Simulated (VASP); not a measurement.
Input of a VASP 6.6.1 run:

The input INCAR:

```
PREC     = Accurate       # precision mode
ENCUT    = 520            # plane-wave cutoff, eV
EDIFF    = 1E-6           # SCF threshold, eV
ISMEAR   = 0              # smearing method
SIGMA    = 0.05           # smearing width, eV
LREAL    = F              # projectors in reciprocal space
LASPH    = T              # aspherical terms in the spheres
NELM     = 100            # most SCF steps
ALGO     = Normal         # electronic algorithm
ISIF     = 2              # what is computed and relaxed
LWAVE    = F              # write WAVECAR
LCHARG   = T              # write CHGCAR
GGA      = PE             # functional
LELF     = T              # ELF
LVHAR    = T            
NBANDS   = 36             # bands
```

The input KPOINTS:

```
regular mesh
0
Gamma
  10 10 2
```

File POSCAR:

```
BN
1.0
   -2.5545800960      0.0000000000      0.0000000000
   -1.2772900480     -2.2123312592      0.0000000000
   -2.5547078250     -1.4749612505     12.6735436055
B N
6 6
Direct
    0.6250521739      0.6250521739      0.0624186182
    0.4028188406      0.4028188406      0.3957519516
    0.1805855072      0.1805855072      0.7290852849
   -0.2638644928     -0.2638644928      0.8957519516
    0.1806021739      0.1806021739      0.2290852849
   -0.0416311594     -0.0416311594      0.5624186182
    0.0416033828      0.0416033828      0.9375480484
    0.4860700494      0.4860700494      0.2708813818
    0.2638367161      0.2638367161      0.6042147151
   -0.1806132839     -0.1806132839      0.7708813818
    0.2638533828      0.2638533828      0.1042147151
    0.0416200494      0.0416200494      0.4375480484
```

Potentials or basis: VASP PAW PBE potentials, release 64 (B, N).

Run with:

```sh
$ cat potpaw_PBE.64/B/POTCAR potpaw_PBE.64/N/POTCAR > POTCAR
$ mpirun -np 1 vasp_std > vasp.out
```

**Question.** Predict the largest force.

**Answer.** 1.494 eV/Å.

**Question.** Predict the pressure.

**Answer.** 0.0 GPa.

**Question.** Estimate the band gap on the k mesh.

**Answer.** 2.78 eV, indirect (least direct gap 4.33 eV).

Stress tensor (GPa, compression positive):
```
-3.97  0.00  0.00
 0.00 -3.96  0.00
 0.00  0.00  8.05
```

Caveat: forces of over 1 eV/Å act on the atoms, so gaps and moduli don't describe the material at rest. A k mesh can miss the band edges.
